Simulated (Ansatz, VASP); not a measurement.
Ti in VASP and in Ansatz

The input INCAR:

```
SYSTEM = Ti
PREC = Accurate
ENCUT = 520
EDIFF = 1E-8
ISMEAR = -1
SIGMA = 0.08
LREAL = .FALSE.
LASPH = .TRUE.
NELM = 80
ALGO = Normal
ISIF = 2
LWAVE = .FALSE.
LCHARG = .FALSE.
GGA = PS
LEFG = .TRUE.
NBANDS = 19
```

The input KPOINTS:

```
regular mesh
0
G
  13 13 7
  0 0 0
```

File POSCAR:

```
Ti
1.0
    2.9794978390      0.0000000000      0.0000000000
   -1.4897489195      2.5803208191      0.0000000000
    0.0000000000      0.0000000000      4.6860000000
Ti
2
Direct
    0.3333333333      0.6666666667      0.2500000000
    0.6666666667      0.3333333333      0.7500000000
```

Input for Ansatz:

```yaml
crystal:
  lattice:
    - [2.979497839, 0.0, 0.0]
    - [-1.4897489195, 2.5803208191, 0.0]
    - [0.0, 0.0, 4.686]
  atoms:
    - { symbol: Ti, position: [0.3333333333, 0.6666666667, 0.25] }
    - { symbol: Ti, position: [0.6666666667, 0.3333333333, 0.75] }
kpoints:
  mp_grid: { grid: [13, 13, 7] }
scf:
  occupations: { method: fermi_dirac, width: 0.08 }
hamiltonian:
  xc: pbesol
  pseudopotentials: { kind: all_electron, datasets: crystal }
output:
  forces: true
  stress: true
  eigenvalues: true
  efg: { contact_densities: true }
```

Change from the starting cell: equal xx and yy strain of +1 %, crystal datasets.

Alike in both runs: task electric field gradients; functional PBEsol; k mesh 13 × 13 × 7; occupations fermi-dirac, width 0.08 eV; no spin polarisation.

```csv
,VASP,Ansatz
version,VASP 6.6.1,Ansatz 0.2.0
potentials or method,"VASP PAW PBE potentials, release 64 (Ti_sv), cutoff 520 eV","all-electron PAW with datasets made for the crystal, scalar-relativistic"
```

|  | VASP | Ansatz | Ansatz less VASP |
| --- | --- | --- | --- |
| pressure (GPa) | -7.8 | -7.7 | +0.17 |
| traceless stress, the component that is largest in VASP (GPa) | 0.31 | 0.31 | +0.007 |
| size of Vzz on the site where it differs most (V/Å²) | 17.5 | 18.9 | +1.45 |

VASP's potentials were made for PBE, not for PBEsol. Ansatz ran all-electron here, and VASP with PAW potentials.
